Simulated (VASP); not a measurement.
Wanted: the native input for a VASP 6.6.1 run.

| Quantity | Value |
| --- | --- |
| Task | single point |
| Functional | r2SCAN |
| Potentials or basis | VASP PAW PBE potentials, release 64 (Sr_sv) |
| Cutoff | 520 eV |
| k mesh | 16 × 16 × 16 |
| Occupations | gaussian, width 0.1 eV |
| Spin | no spin polarisation |
| Dipole correction | no |
| Further INCAR settings | ALGO = Normal; EDIFF = 1e-06; NBANDS = 11 |

The system is Sr.

```xyz
1
Lattice="-2.4044 2.4044 2.4044 2.4044 -2.4044 2.4044 2.4044 2.4044 -2.4044" Properties=species:S:1:pos:R:3 pbc="T T T"
Sr    0.0000    0.0000    0.0000
```

The input as run:

POSCAR

```
Sr
1.0
   -2.4044314195      2.4044314195      2.4044314195
    2.4044314195     -2.4044314195      2.4044314195
    2.4044314195      2.4044314195     -2.4044314195
Sr
1
Direct
    0.0000000000      0.0000000000      0.0000000000
```

INCAR.step1

```
SYSTEM = Sr
PREC = Accurate
ENCUT = 520
ISMEAR = 0
SIGMA = 0.1
LREAL = .False.
LASPH = .True.
NELM = 100
NBANDS = 11
GGA = PE
ALGO = Normal
EDIFF = 1E-4
LWAVE = .True.
LCHARG = .False.
```

INCAR.step2

```
SYSTEM = Sr
PREC = Accurate
ENCUT = 520
EDIFF = 1E-6
ISMEAR = 0
SIGMA = 0.1
LREAL = .False.
LASPH = .True.
NELM = 100
ALGO = Normal
ISIF = 2
LWAVE = .False.
LCHARG = .True.
METAGGA = R2SCAN
LMIXTAU = .True.
LELF = .True.
LVHAR = .True.
NBANDS = 11
ISTART = 1
```

KPOINTS

```
Automatic mesh
0
Gamma
  16 16 16
  0 0 0
```

Potentials or basis: VASP PAW PBE potentials, release 64 (Sr_sv).

Command:

```console
$ cat potpaw_PBE.64/Sr_sv/POTCAR > POTCAR
$ cp INCAR.step1 INCAR
$ mpirun -np 1 vasp_std > vasp.out
$ cp INCAR.step2 INCAR
$ mpirun -np 1 vasp_std > vasp.out
```

Results of the run:

```
Pressure               : 0.0 GPa
Band gap on the k mesh : zero (band 5 reaches 1.96 eV, above the bottom of band 6 at 1.49 eV)
```

Caveat: the PAW data sets were made with another functional, which shifts forces and pressure a little.

Wall time 2 min on 1 thread of Intel(R) Xeon(R) Platinum 8488C (Sapphire Rapids), on a shared host, peak memory 0.24 GiB.
